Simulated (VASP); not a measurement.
# Mg: relaxation of cell and atoms with PBEsol

Mg:

```
CELL_PARAMETERS angstrom
0.00000 1.86296 1.86296
1.86296 0.00000 1.86296
1.86296 1.86296 0.00000
ATOMIC_POSITIONS crystal
Mg 0.00000 0.00000 0.00000
```

This isn't the form of Mg at room conditions, which is hcp.

```json
{
 "Program": "VASP 6.6.1",
 "Task": "relaxation of cell and atoms",
 "Functional": "PBEsol",
 "Potentials or basis": "VASP PAW PBE potentials, release 64 (Mg)",
 "Cutoff": "600 eV",
 "k mesh": "10 × 10 × 10",
 "Occupations": "gaussian, width 0.1 eV",
 "Spin": "no spin polarisation",
 "Dipole correction": "no",
 "Further INCAR settings": "ALGO = Normal; EDIFF = 1e-07; IBRION = 2; EDIFFG = -0.05; NSW = 80; ISIF = 3"
}
```

The relaxed volume is 22.70 Å³/atom. The relaxed cell is a = 3.178 Å, b = 3.178 Å, c = 3.178 Å, α = 60.00°, β = 60.00°, γ = 60.00° and the space group after relaxing (to 0.1 Å) is Fm-3m (No. 225). The energy gained by relaxing is 1180.3 meV/atom. The ionic steps are 4 and the pressure after relaxing is -0.1 GPa. The band gap on the k mesh is zero (bands 1 and 2 overlap by 2.13 eV).

Step by step:
```csv
step,energy change (eV),largest force (eV/Å),pressure (GPa),volume (Å³)
1,0.0000,0.0000,61.53,12.93
2,-1.1624,0.0000,-2.68,24.63
3,-1.1783,0.0000,1.09,22.02
4,-1.1803,0.0000,-0.10,22.70
```

Final structure:
```
Mg
1.0
     0.00000    2.24725    2.24725
     2.24725    0.00000    2.24725
     2.24725    2.24725    0.00000
Mg
1
Direct
  0.00000 0.00000 0.00000
```

Levels at points of the mesh, in eV from the Fermi level:
```csv
k point,band 1,band 2,band 3,band 4
"(0.00, 0.00, 0.00)",-7.04,12.34,12.34,12.34
"(0.50, 0.00, 0.00)",-1.80,-1.36,11.24,11.24
"(0.50, 0.50, 0.00)",-0.30,0.73,6.04,6.92
```

It took 13 s on 1 thread of Intel(R) Xeon(R) Platinum 8559C (Emerald Rapids) (shared host), peak memory 0.13 GiB.

Caveat: the volume moved by over 15 % at a fixed basis, so the end points are rough; the PAW data sets were made with another functional, which shifts forces and pressure a little.
